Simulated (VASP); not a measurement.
# Al in VASP: single point with PBE+D3(BJ)

Aim: the single point of Al with PBE+D3(BJ).

All numbers are computed with VASP 6.6.1; they aren't measurements. Logs are shortened: lines on timing, memory, paths and dates and some standing lists are left out, and cuts for length are marked.

### Step 1. The cell of the first run

The typed cell holds 1 atom: a = 2.782 Å, b = 2.782 Å, c = 3.213 Å, α = 54.73°, β = 54.73°, γ = 70.53°.

### Step 2. Single point, PBE+D3(BJ)

Contents of INCAR:

```
SYSTEM = Al
PREC = Accurate
ENCUT = 520
EDIFF = 1E-6
ISMEAR = 0
SIGMA = 0.15
LREAL = .FALSE.
LASPH = .TRUE.
NELM = 80
ALGO = Normal
ISIF = 2
LWAVE = .FALSE.
LCHARG = .FALSE.
GGA = PE
IVDW = 12
NBANDS = 8
```

Contents of KPOINTS:

```
Automatic mesh
0
G
  22 22 22
  0 0 0
```

Contents of POSCAR:

```
Al
1.0
    0.0000000000      2.2719551060      1.6062722599
    2.2719551060      0.0000000000      1.6062722599
    2.2719551060      2.2719551060      0.0000000000
Al
1
Direct
    0.0000000000      0.0000000000      0.0000000000
```

Potentials or basis: VASP PAW PBE potentials, release 64 (Al).

Command:

```console
$ cat potpaw_PBE.64/Al/POTCAR > POTCAR
$ mpirun -np 1 vasp_std > vasp.out
```

OUTCAR:

```text
SYSTEM = Al
   PREC = Accurate
   ENCUT = 520
   EDIFF = 1E-6
   ISMEAR = 0
   LREAL = .FALSE.
   LASPH = .TRUE.
   NELM = 80
   ISIF = 2
   GGA = PE
   IVDW = 12
 IVDW          = 12

 ion  position               nearest neighbor table
   1  0.000  0.000  0.000-

  LATTYP: Found a body centered tetragonal cell.
 ALAT       =     3.2130297240
 C/A-ratio  =     0.9998489886

  Lattice vectors:

 A1 = (   0.0000000000,  -2.2719551060,  -1.6062722599)
 A2 = (   0.0000000000,   2.2719551060,  -1.6062722599)
 A3 = (   2.2719551060,   0.0000000000,   1.6062722599)

Analysis of symmetry for initial positions (statically):
=====================================================================
 Subroutine PRICEL returns:
 Original cell was already a primitive cell.

 Routine SETGRP: Setting up the symmetry group for a
 body centered tetragonal supercell.

 Subroutine GETGRP returns: Found 16 space group operations
 (whereof 16 operations were pure point group operations)
 out of a pool of 16 trial point group operations.

The static configuration has the point symmetry D_4h.

Analysis of symmetry for dynamics (positions and initial velocities):
=====================================================================
 Subroutine PRICEL returns:
 Original cell was already a primitive cell.

 Routine SETGRP: Setting up the symmetry group for a
 body centered tetragonal supercell.

 Subroutine GETGRP returns: Found 16 space group operations
 (whereof 16 operations were pure point group operations)
 out of a pool of 16 trial point group operations.

The dynamic configuration has the point symmetry D_4h.

 Subroutine INISYM returns: Found 16 space group operations
 (whereof 16 operations are pure point group operations),
 and found     1 'primitive' translations

----------------------------------------------------------------------------------------

                                     Primitive cell

  volume of cell :      16.5824

  direct lattice vectors                    reciprocal lattice vectors
     0.000000000  2.271955106  1.606272260    -0.220074771  0.220074771  0.311279733
     2.271955106  0.000000000  1.606272260     0.220074771 -0.220074771  0.311279733
     2.271955106  2.271955106  0.000000000     0.220074771  0.220074771 -0.311279733

  length of vectors
     2.782425305  2.782425305  3.213029724     0.440182782  0.440182782  0.440182782

  position of ions in fractional coordinates (direct lattice)
     0.000000000  0.000000000  0.000000000

  ion indices of the primitive-cell ions
   primitive index   ion index
                 1           1

----------------------------------------------------------------------------------------

 KPOINTS: Automatic mesh

Automatic generation of k-mesh.
 Grid dimensions read from file:
 generate k-points for:   22   22   22

 Generating k-lattice:

  Cartesian coordinates                     Fractional coordinates (reciprocal lattice)
    -0.010003399  0.010003399  0.014149079     0.045454545  0.000000000  0.000000000
     0.010003399 -0.010003399  0.014149079     0.000000000  0.045454545  0.000000000
     0.010003399  0.010003399 -0.014149079     0.000000000  0.000000000  0.045454545

  Length of vectors
     0.020008308  0.020008308  0.020008308

  Shift w.r.t. Gamma in fractional coordinates (k-lattice)
     0.000000000  0.000000000  0.000000000

 Subroutine IBZKPT returns following result:
 ===========================================

 Found    834 irreducible k-points:

 Following reciprocal coordinates:
            Coordinates               Weight
  0.000000  0.000000  0.000000      1.000000
  0.045455 -0.000000  0.000000      8.000000
  0.090909 -0.000000  0.000000      8.000000
  0.136364 -0.000000  0.000000      8.000000
  0.181818 -0.000000  0.000000      8.000000
  0.227273  0.000000  0.000000      8.000000
[... 16 lines left out ...]
  0.500000  0.045455  0.000000      8.000000
 -0.454545  0.045455  0.000000      8.000000
 [... further k-points ...]
   k-points           NKPTS =    834   k-points in BZ     NKDIM =    834   number of bands    NBANDS=      8
   number of dos      NEDOS =    301   number of ions     NIONS =      1
   total plane-waves  NPLWV =  13824
   dimension x,y,z NGX =    24 NGY =   24 NGZ =   24
   dimension x,y,z NGXF=    48 NGYF=   48 NGZF=   48
   ions per type =               1
   NGX,Y,Z   is equivalent  to a cutoff of  14.34, 14.34, 12.42 a.u.
   NGXF,Y,Z  is equivalent  to a cutoff of  28.68, 28.68, 24.84 a.u.
 SYSTEM =  Al
   PREC   = accura    normal or accurate (medium, high low for compatibility)
   ISTART =      0    job   : 0-new  1-cont  2-samecut
   ICHARG =      2    charge: 1-file 2-atom 10-const
   ISPIN  =      1    spin polarized calculation?
   LNONCOLLINEAR =      F non collinear calculations
   LSORBIT =      F    spin-orbit coupling
   LASPH  =      T    aspherical Exc in radial PAW
   ENCUT  =  520.0 eV  38.22 Ry    6.18 a.u.   5.17  5.17  5.97*2*pi/ulx,y,z
   NELM   =     80;   NELMIN=  2; NELMDL= -5     # of ELM steps
   EDIFF  = 0.1E-05   stopping-criterion for ELM
   LREAL  =      F    real-space projection
   EDIFFG = 0.1E-04   stopping-criterion for IOM
   NSW    =      0    number of steps for IOM
   IBRION =     -1    ionic relax: 0-MD 1-quasi-New 2-CG
   NFREE  =      0    steps in history (QN), initial steepest desc. (CG)
   ISIF   =      2    stress and relaxation
   ISYM   =      2    0-nonsym 1-usesym 2-fastsym
   POTIM  = 0.5000    time-step for ionic-motion
   TEBEG  =    0.0;   TEEND  =   0.0 temperature during run
   PSTRESS=    0.0 pullay stress
   NELECT =       3.0000    total number of electrons
   NUPDOWN=      -1.0000    fix difference up-down
   EMIN   =  10.00;   EMAX   =-10.00  energy-range for DOS
   EFERMI =   0.00;   METHOD = LEGACY
   ISMEAR =     0;   SIGMA  =   0.15  broadening in eV -4-tet -1-fermi 0-gaus
   EFERMI_NEDOS =   21; number of points for ismear=-14 and -15
   IALGO  =     38    algorithm
   IMIX   =      4    mixing-type and parameters
     AMIX     =   0.40;   BMIX     =  1.00
     AMIX_MAG =   1.60;   BMIX_MAG =  1.00
  volume/ion in A,a.u.               =      16.58       111.90
  Fermi-wavevector in a.u.,A,eV,Ry     =   0.925903  1.749704 11.664236  0.857297
  Thomas-Fermi vector in A             =   2.051808
   LORBIT       =      0    0 simple, 1 ext, 2 COOP (PROOUT), +10 PAW based schemes
   GGA     = PE    functional components
   LHFCALC =     F    Hartree Fock is set to
   AEXX    =    0.0000 exact exchange contribution
   IVDW    =    12    specifies the selected vdW correction
   LEPSILON=     F    determine dielectric tensor
   LRPA    =     F    only Hartree local field effects (RPA)
 non-spin polarized calculation
 Gauss-broadening in eV      SIGMA  =   0.15
  energy-cutoff  :      520.00
  volume of cell :       16.58
 maximum number of plane-waves:       466
 NGX is ok and might be reduce to    24
   NGX = 11   NGY = 11   NGZ = 11

 number of electron       3.0000000 magnetization

 Free energy of the ion-electron system (eV)
  ---------------------------------------------------
  ext. energy  EPLUGINS =         0.00000000
  ---------------------------------------------------
  free energy    TOTEN  =        -3.65187986 eV

  energy without entropy =       -3.64739354  energy(sigma->0) =       -3.64963670

 E-fermi :   7.9663     XC(G=0): -10.1831

 val. band max:        7.9496518027   @ k =  -0.4091   0.3636   0.0909
 cond. band min:       7.9731003487   @ k =  -0.4545   0.3636   0.1818
 fundamental gap:      0.0234485460
 Fermi energy:         7.9662711600

 k-point     1 :       0.0000    0.0000    0.0000
  band No.  band energies     occupation
      1      -3.1469      2.00000
      2      21.1863      0.00000
      3      21.1898      0.00000
      4      21.1898      0.00000
      5      22.5786      0.00000
      6      22.5786      0.00000
      7      22.5802      0.00000
      8      24.2289      0.00000

 k-point     2 :       0.0455   -0.0000    0.0000
  band No.  band energies     occupation
      1      -3.0876      2.00000
      2      20.3449      0.00000
      3      20.6625      0.00000
      4      20.9323      0.00000
      5      22.3228      0.00000
      6      22.9628      0.00000
      7      23.2030      0.00000
      8      23.6168      0.00000

 k-point     3 :       0.0909   -0.0000    0.0000
  band No.  band energies     occupation
      1      -2.9099      2.00000
      2      18.7052      0.00000
      3      19.8444      0.00000
      4      20.3221      0.00000
      5      21.7200      0.00000
      6      22.8054      0.00000
      7      23.5372      0.00000
      8      24.3163      0.00000

 k-point     4 :       0.1364   -0.0000    0.0000
  band No.  band energies     occupation
      1      -2.6142      2.00000
      2      16.8520      0.00000
      3      19.0648      0.00000
      4      19.5877      0.00000
      5      21.0129      0.00000
      6      22.1503      0.00000
      7      24.0693      0.00000
      8      24.5205      0.00000

 k-point     5 :       0.1818   -0.0000    0.0000
  band No.  band energies     occupation
      1      -2.2012      2.00000
      2      14.9718      0.00000
      3      18.3661      0.00000
      4      18.8554      0.00000
      5      20.3222      0.00000
      6      21.5572      0.00000
      7      24.6392      0.00000
      8      24.8306      0.00000
[... 177 lines left out ...]
 k-point    22 :       0.4545    0.0455    0.0000
  band No.  band energies     occupation
      1       2.7140      2.00000
      2       5.2491      2.00000
      3      15.0859      0.00000
      4      17.3462      0.00000
      5      17.4070      0.00000
      6      20.0112      0.00000
      7      26.9793      0.00000
      8      29.0120      0.00000

 k-point    23 :       0.5000    0.0455    0.0000
  band No.  band energies     occupation
      1       3.7048      2.00000
      2       4.1543      2.00000
      3      15.0344      0.00000
      4      17.2936      0.00000
      5      17.3559      0.00000
      6      19.9656      0.00000
      7      27.5410      0.00000
      8      28.5381      0.00000

 k-point    24 :      -0.4545    0.0455    0.0000
  band No.  band energies     occupation
      1       2.7137      2.00000
      2       5.2495      2.00000
      3      15.0856      0.00000
      4      17.3459      0.00000
      5      17.4074      0.00000
      6      20.0116      0.00000
      7      26.9841      0.00000
      8      29.0071      0.00000

 [... further k-points ...]

------------------------ aborting loop because EDIFF is reached ----------------------------------------

 Edisp (eV)   -0.33408

 E8    (eV) :    -0.1492

  FORCE on cell =-STRESS in cart. coord.  units (eV):
  Direction    XX          YY          ZZ          XY          YZ          ZX
  --------------------------------------------------------------------------------------
  -------------------------------------------------------------------------------------
  Total      -0.19764    -0.19764    -0.19794     0.00000    -0.00000     0.00000
  in kB     -19.09557   -19.09557   -19.12499     0.00000    -0.00000     0.00000
  external pressure =      -19.11 kB  Pullay stress =        0.00 kB

 VOLUME and BASIS-vectors are now :
 -----------------------------------------------------------------------------
  energy-cutoff  :      520.00
  volume of cell :       16.58
      direct lattice vectors                 reciprocal lattice vectors
     0.000000000  2.271955106  1.606272260    -0.220074771  0.220074771  0.311279733
     2.271955106  0.000000000  1.606272260     0.220074771 -0.220074771  0.311279733
     2.271955106  2.271955106  0.000000000     0.220074771  0.220074771 -0.311279733

 POSITION                                       TOTAL-FORCE (eV/Angst)
 -----------------------------------------------------------------------------------
      0.00000      0.00000      0.00000         0.000000      0.000000      0.000000
 -----------------------------------------------------------------------------------
    total drift:                               -0.000000      0.000000     -0.000000

  FREE ENERGIE OF THE ION-ELECTRON SYSTEM (eV)
  ---------------------------------------------------
  free  energy   TOTEN  =        -3.9859615225 eV

  energy  without entropy=       -3.9814751992  energy(sigma->0) =       -3.98371836
```

Run time: 51 s. Hardware: 1 thread of AMD EPYC 9R45 (Zen 5), shared host; peak memory 0.19 GiB.

Results:

```yaml
Free_energy: -3.9860 eV
Pressure: -1.9 GPa
Dispersion_energy_per_atom: -0.334 eV
```

Caveat: pairwise dispersion overbinds metals, which lowers pressure and volume.
